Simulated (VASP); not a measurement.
# BP (sol) (I-4m2) in VASP: a series of runs

The runs below take BP (sol) through single point, with PBEsol.

Program: VASP 6.6.1. These are calculated values, not measurements. Logs are shortened: lines on timing, memory, paths and dates and some standing lists are left out, and cuts for length are marked.

**1. The cell of the first run**

Symmetry: I-4m2, No. 119, tetragonal system. Conventional cell: a = 3.228 Å, b = 3.228 Å, c = 4.493 Å, α = 90.00°, β = 90.00°, γ = 90.00°. B (site symmetry -4m2) has 4 P at 1.97 Å within 2.6 Å. Within 2.6 Å of P (site symmetry -4m2) lie 4 B at 1.97 Å.

**2. Single point, PBEsol (strained cell)**

The input, INCAR:

```
SYSTEM = BP
ALGO = Normal
EDIFF = 1E-6
ENCUT = 500
GGA = PS
GGA_COMPAT = .False.
ISIF = 2
ISMEAR = 0
LASPH = .True.
LCHARG = .False.
LREAL = .False.
LWAVE = .False.
NBANDS = 11
NELM = 120
PREC = Accurate
SIGMA = 0.02
```

The input, KPOINTS:

```
k-points
0
Gamma
  8 8 8
  0 0 0
```

The input, POSCAR:

```
BP
1.0
    0.0000000000      2.2827359537      2.2465738000
    2.2827359537      0.0000000000      2.2465738000
    2.2827359537      2.2827359537      0.0000000000
B P
1 1
Direct
    0.0000000000      0.0000000000      0.0000000000
    0.2500000000      0.2500000000      0.2500000000
```

Potentials or basis: VASP PAW PBE potentials, release 64 (B, P).

Command:

```sh
> cat potpaw_PBE.64/B/POTCAR potpaw_PBE.64/P/POTCAR > POTCAR
> mpirun -np 1 vasp_std > vasp.out
```

OUTCAR:

```text
SYSTEM = BP
   EDIFF = 1E-6
   ENCUT = 500
   GGA = PS
   ISIF = 2
   ISMEAR = 0
   LASPH = .True.
   LREAL = .False.
   NELM = 120
   PREC = Accurate

 ion  position               nearest neighbor table
   1  0.000  0.000  0.000-   2 1.97   2 1.97   2 1.97   2 1.97
   2  0.250  0.250  0.250-   1 1.97   1 1.97   1 1.97   1 1.97

  LATTYP: Found a body centered tetragonal cell.
 ALAT       =     3.2282761450
 C/A-ratio  =     1.3918101792

  Lattice vectors:

 A1 = (   0.0000000000,  -2.2827359537,  -2.2465738000)
 A2 = (   0.0000000000,   2.2827359537,  -2.2465738000)
 A3 = (   2.2827359537,   0.0000000000,   2.2465738000)

Analysis of symmetry for initial positions (statically):
=====================================================================
 Subroutine PRICEL returns:
 Original cell was already a primitive cell.

 Routine SETGRP: Setting up the symmetry group for a
 body centered tetragonal supercell.

 Subroutine GETGRP returns: Found  8 space group operations
 (whereof  8 operations were pure point group operations)
 out of a pool of 16 trial point group operations.

The static configuration has the point symmetry D_2d.

Analysis of symmetry for dynamics (positions and initial velocities):
=====================================================================
 Subroutine PRICEL returns:
 Original cell was already a primitive cell.

 Routine SETGRP: Setting up the symmetry group for a
 body centered tetragonal supercell.

 Subroutine GETGRP returns: Found  8 space group operations
 (whereof  8 operations were pure point group operations)
 out of a pool of 16 trial point group operations.

The dynamic configuration has the point symmetry D_2d.

 Subroutine INISYM returns: Found  8 space group operations
 (whereof  8 operations are pure point group operations),
 and found     1 'primitive' translations

----------------------------------------------------------------------------------------

                                     Primitive cell

  volume of cell :      23.4133

  direct lattice vectors                    reciprocal lattice vectors
     0.000000000  2.282735954  2.246573800    -0.219035408  0.219035408  0.222561128
     2.282735954  0.000000000  2.246573800     0.219035408 -0.219035408  0.222561128
     2.282735954  2.282735954  0.000000000     0.219035408  0.219035408 -0.222561128

  length of vectors
     3.202807717  3.202807717  3.228276145     0.381426894  0.381426894  0.381426894

  position of ions in fractional coordinates (direct lattice)
     0.000000000  0.000000000  0.000000000
     0.250000000  0.250000000  0.250000000

  ion indices of the primitive-cell ions
   primitive index   ion index
                 1           1
                 2           2

----------------------------------------------------------------------------------------

 KPOINTS: k-points

Automatic generation of k-mesh.
 Grid dimensions read from file:
 generate k-points for:    8    8    8

 Generating k-lattice:

  Cartesian coordinates                     Fractional coordinates (reciprocal lattice)
    -0.027379426  0.027379426  0.027820141     0.125000000  0.000000000  0.000000000
     0.027379426 -0.027379426  0.027820141     0.000000000  0.125000000  0.000000000
     0.027379426  0.027379426 -0.027820141     0.000000000  0.000000000  0.125000000

  Length of vectors
     0.047678362  0.047678362  0.047678362

  Shift w.r.t. Gamma in fractional coordinates (k-lattice)
     0.000000000  0.000000000  0.000000000

 Subroutine IBZKPT returns following result:
 ===========================================

 Found     59 irreducible k-points:

 Following reciprocal coordinates:
            Coordinates               Weight
  0.000000  0.000000  0.000000      1.000000
  0.125000  0.000000  0.000000      8.000000
  0.250000  0.000000  0.000000      8.000000
  0.375000  0.000000  0.000000      8.000000
  0.500000  0.000000  0.000000      4.000000
  0.125000  0.125000  0.000000      2.000000
[... 16 lines left out ...]
  0.250000  0.000000  0.125000     16.000000
  0.375000  0.000000  0.125000     16.000000
 [... further k-points ...]
   k-points           NKPTS =     59   k-points in BZ     NKDIM =     59   number of bands    NBANDS=     11
   number of dos      NEDOS =    301   number of ions     NIONS =      2
   total plane-waves  NPLWV =  13824
   dimension x,y,z NGX =    24 NGY =   24 NGZ =   24
   dimension x,y,z NGXF=    48 NGYF=   48 NGZF=   48
   ions per type =               1   1
   NGX,Y,Z   is equivalent  to a cutoff of  12.46, 12.46, 12.36 a.u.
   NGXF,Y,Z  is equivalent  to a cutoff of  24.92, 24.92, 24.72 a.u.
 SYSTEM =  BP
   PREC   = accura    normal or accurate (medium, high low for compatibility)
   ISTART =      0    job   : 0-new  1-cont  2-samecut
   ICHARG =      2    charge: 1-file 2-atom 10-const
   ISPIN  =      1    spin polarized calculation?
   LNONCOLLINEAR =      F non collinear calculations
   LSORBIT =      F    spin-orbit coupling
   LASPH  =      T    aspherical Exc in radial PAW
   ENCUT  =  500.0 eV  36.75 Ry    6.06 a.u.   5.84  5.84  5.89*2*pi/ulx,y,z
   NELM   =    120;   NELMIN=  2; NELMDL= -5     # of ELM steps
   EDIFF  = 0.1E-05   stopping-criterion for ELM
   LREAL  =      F    real-space projection
   EDIFFG = 0.1E-04   stopping-criterion for IOM
   NSW    =      0    number of steps for IOM
   IBRION =     -1    ionic relax: 0-MD 1-quasi-New 2-CG
   NFREE  =      0    steps in history (QN), initial steepest desc. (CG)
   ISIF   =      2    stress and relaxation
   ISYM   =      2    0-nonsym 1-usesym 2-fastsym
   POTIM  = 0.5000    time-step for ionic-motion
   TEBEG  =    0.0;   TEEND  =   0.0 temperature during run
   PSTRESS=    0.0 pullay stress
   NELECT =       8.0000    total number of electrons
   NUPDOWN=      -1.0000    fix difference up-down
   EMIN   =  10.00;   EMAX   =-10.00  energy-range for DOS
   EFERMI =   0.00;   METHOD = LEGACY
   ISMEAR =     0;   SIGMA  =   0.02  broadening in eV -4-tet -1-fermi 0-gaus
   EFERMI_NEDOS =   21; number of points for ismear=-14 and -15
   IALGO  =     38    algorithm
   IMIX   =      4    mixing-type and parameters
     AMIX     =   0.40;   BMIX     =  1.00
     AMIX_MAG =   1.60;   BMIX_MAG =  1.00
  volume/ion in A,a.u.               =      11.71        79.00
  Fermi-wavevector in a.u.,A,eV,Ry     =   1.144504  2.162800 17.822141  1.309890
  Thomas-Fermi vector in A             =   2.281196
   LORBIT       =      0    0 simple, 1 ext, 2 COOP (PROOUT), +10 PAW based schemes
   GGA     = PS    functional components
   LHFCALC =     F    Hartree Fock is set to
   AEXX    =    0.0000 exact exchange contribution
   IVDW    =     0    specifies the selected vdW correction
   LEPSILON=     F    determine dielectric tensor
   LRPA    =     F    only Hartree local field effects (RPA)
 non-spin polarized calculation
 Gauss-broadening in eV      SIGMA  =   0.02
  energy-cutoff  :      500.00
  volume of cell :       23.41
 maximum number of plane-waves:       604
   NGX = 11   NGY = 11   NGZ = 11

 number of electron       8.0000000 magnetization

 Free energy of the ion-electron system (eV)
  ---------------------------------------------------
  ext. energy  EPLUGINS =         0.00000000
  ---------------------------------------------------
  free energy    TOTEN  =       -13.66607973 eV

  energy without entropy =      -13.66607973  energy(sigma->0) =      -13.66607973

 E-fermi :   7.6036     XC(G=0): -11.0367

 val. band max:        7.4838658747   @ k =   0.0000   0.0000   0.0000
 cond. band min:       8.4100566879   @ k =   0.3750   0.3750   0.0000
 fundamental gap:      0.9261908132
 Fermi energy:         7.6036080630

 k-point     1 :       0.0000    0.0000    0.0000
  band No.  band energies     occupation
      1      -8.0979      2.00000
      2       7.3307      2.00000
      3       7.3307      2.00000
      4       7.4839      2.00000
      5      10.6767      0.00000
      6      10.7660      0.00000
      7      10.7660      0.00000
      8      14.6884      0.00000
      9      18.6096      0.00000
     10      19.2850      0.00000
     11      19.6998      0.00000

 k-point     2 :       0.1250    0.0000    0.0000
  band No.  band energies     occupation
      1      -7.8164      2.00000
      2       5.5118      2.00000
      3       6.8899      2.00000
      4       7.0106      2.00000
      5      11.2069      0.00000
      6      11.3534      0.00000
      7      11.3659      0.00000
      8      15.4738      0.00000
      9      18.3908      0.00000
     10      18.6941      0.00000
     11      19.4593      0.00000

 k-point     3 :       0.2500    0.0000    0.0000
  band No.  band energies     occupation
      1      -6.9901      2.00000
      2       2.5101      2.00000
      3       6.1794      2.00000
      4       6.3361      2.00000
      5      11.3003      0.00000
      6      12.0736      0.00000
      7      12.1390      0.00000
      8      16.8823      0.00000
      9      18.2270      0.00000
     10      18.3196      0.00000
     11      20.1955      0.00000

 k-point     4 :       0.3750    0.0000    0.0000
  band No.  band energies     occupation
      1      -5.7229      2.00000
      2      -0.2251      2.00000
      3       5.6856      2.00000
      4       5.8752      2.00000
      5      11.1411      0.00000
      6      12.0716      0.00000
      7      12.2379      0.00000
      8      17.3664      0.00000
      9      19.8741      0.00000
     10      19.9976      0.00000
     11      21.0222      0.00000

 k-point     5 :       0.5000    0.0000    0.0000
  band No.  band energies     occupation
      1      -4.7552      2.00000
      2      -1.6998      2.00000
      3       5.5161      2.00000
      4       5.7185      2.00000
      5      11.0680      0.00000
      6      11.9496      0.00000
      7      12.1441      0.00000
      8      17.3060      0.00000
      9      21.7500      0.00000
     10      22.0597      0.00000
     11      22.1051      0.00000
[... 211 lines left out ...]
 k-point    21 :       0.5000    0.5000    0.0000
  band No.  band energies     occupation
      1      -3.1290      2.00000
      2      -1.1103      2.00000
      3       3.1335      2.00000
      4       3.1335      2.00000
      5       8.4931      0.00000
      6       8.7515      0.00000
      7      19.4503      0.00000
      8      19.4503      0.00000
      9      22.5951      0.00000
     10      24.0967      0.00000
     11      25.3394      0.00000

 k-point    22 :       0.1250    0.0000    0.1250
  band No.  band energies     occupation
      1      -7.7262      2.00000
      2       6.1504      2.00000
      3       6.1758      2.00000
      4       6.2724      2.00000
      5      10.1350      0.00000
      6      12.2292      0.00000
      7      12.4153      0.00000
      8      14.9022      0.00000
      9      17.5649      0.00000
     10      19.7916      0.00000
     11      19.9888      0.00000

 k-point    23 :       0.2500    0.0000    0.1250
  band No.  band energies     occupation
      1      -7.0832      2.00000
      2       3.5754      2.00000
      3       5.4844      2.00000
      4       5.8220      2.00000
      5      10.4331      0.00000
      6      12.9365      0.00000
      7      13.4326      0.00000
      8      14.3579      0.00000
      9      18.4950      0.00000
     10      19.9210      0.00000
     11      21.0572      0.00000

 k-point    24 :       0.3750    0.0000    0.1250
  band No.  band energies     occupation
      1      -5.9476      2.00000
      2       0.7906      2.00000
      3       4.9847      2.00000
      4       5.1357      2.00000
      5      10.8626      0.00000
      6      12.9063      0.00000
      7      13.5778      0.00000
      8      15.2309      0.00000
      9      19.6497      0.00000
     10      20.9962      0.00000
     11      21.6617      0.00000

 [... further k-points ...]

------------------------ aborting loop because EDIFF is reached ----------------------------------------

  FORCE on cell =-STRESS in cart. coord.  units (eV):
  Direction    XX          YY          ZZ          XY          YZ          ZX
  --------------------------------------------------------------------------------------
  -------------------------------------------------------------------------------------
  Total       -0.5182775     -0.5182775      0.0793514      0.0000000      0.0000000      0.0000000
  in kB      -35.4658934    -35.4658934      5.4300388      0.0000000      0.0000000      0.0000000
  external PRESSURE =     -21.8339160 kB  Pullay stress =       0.0000000 kB

 VOLUME and BASIS-vectors are now :
 -----------------------------------------------------------------------------
  energy-cutoff  :      500.00
  volume of cell :       23.41
      direct lattice vectors                 reciprocal lattice vectors
     0.000000000  2.282735954  2.246573800    -0.219035408  0.219035408  0.222561128
     2.282735954  0.000000000  2.246573800     0.219035408 -0.219035408  0.222561128
     2.282735954  2.282735954  0.000000000     0.219035408  0.219035408 -0.222561128

 POSITION                                       TOTAL-FORCE (eV/Angst)
 -----------------------------------------------------------------------------------
      0.00000      0.00000      0.00000         0.000000      0.000000      0.000000
      1.14137      1.14137      1.12329        -0.000000     -0.000000     -0.000000
 -----------------------------------------------------------------------------------
    total drift:                                0.000000      0.000000      0.000000

  FREE ENERGIE OF THE ION-ELECTRON SYSTEM (eV)
  ---------------------------------------------------
  free  energy   TOTEN  =       -13.6660797263 eV

  energy  without entropy=      -13.6660797263  energy(sigma->0) =      -13.66607973
```

It used 6.8 s of CPU time on 1 thread of Intel Xeon 6975P-C, on a shared host.

What came out:

```
Free energy            : -13.6661 eV
Pressure               : -2.2 GPa
Band gap on the k mesh : 0.93 eV, indirect (least direct gap 3.19 eV)
```

Levels at points of the mesh, in eV from the valence-band top:
| k point | band 1 | band 2 | band 3 | band 4 | band 5 | band 6 | band 7 | band 8 | band 9 |
| --- | --- | --- | --- | --- | --- | --- | --- | --- | --- |
| (0.00, 0.00, 0.00) | -15.58 | -0.15 | -0.15 | 0.00 | 3.19 | 3.28 | 3.28 | 7.20 | 11.13 |
| (0.50, 0.00, 0.00) | -12.24 | -9.18 | -1.97 | -1.77 | 3.58 | 4.47 | 4.66 | 9.82 | 14.27 |
| (0.50, 0.50, 0.00) | -10.61 | -8.59 | -4.35 | -4.35 | 1.01 | 1.27 | 11.97 | 11.97 | 15.11 |
| (0.50, 0.00, 0.50) | -10.77 | -8.74 | -4.20 | -4.17 | 1.19 | 1.49 | 11.80 | 12.13 | 14.91 |

Caveat: the cell differs from its parent crystal (strained cell); the PAW data sets were made with another functional, which shifts forces and pressure a little.

(Part 1 of 3 ends here.)
